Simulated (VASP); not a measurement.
A run of VASP 6.6.1 is set up as follows.

The input INCAR:

```
  PREC = Accurate
  ENCUT = 520
  EDIFF = 1E-7
  ISMEAR = 0
  SIGMA = 0.05
  LREAL = False
  LASPH = True
  NELM = 80
  ALGO = Normal
  ISIF = 2
  LWAVE = False
  LCHARG = True
  GGA = PE
  LELF = True
  LVHAR = True
  NBANDS = 17
```

KPOINTS

```
regular mesh
0
Gamma
  10 10 10
```

Contents of POSCAR:

```
PbS
1.0
    0.0000000000      2.9657500000      2.9657500000
    2.9657500000      0.0000000000      2.9657500000
    2.9657500000      2.9657500000      0.0000000000
Pb S
1 1
Direct
    0.0000000000      0.0000000000      0.0000000000
    0.5000000000      0.5000000000      0.5000000000
```

Potentials or basis: VASP PAW PBE potentials, release 64 (Pb_d, S).

Command:

```bash
$ cat potpaw_PBE.64/Pb_d/POTCAR potpaw_PBE.64/S/POTCAR > POTCAR
$ mpirun -np 1 vasp_std > vasp.out
```

Q: Estimate the band gap on the k mesh.

A: 0.36 eV, direct.

Q: Predict the pressure.

A: 2.2 GPa.

Caveat: spin-orbit coupling is left out, which moves the levels of the heavy elements. A k mesh can miss the band edges.
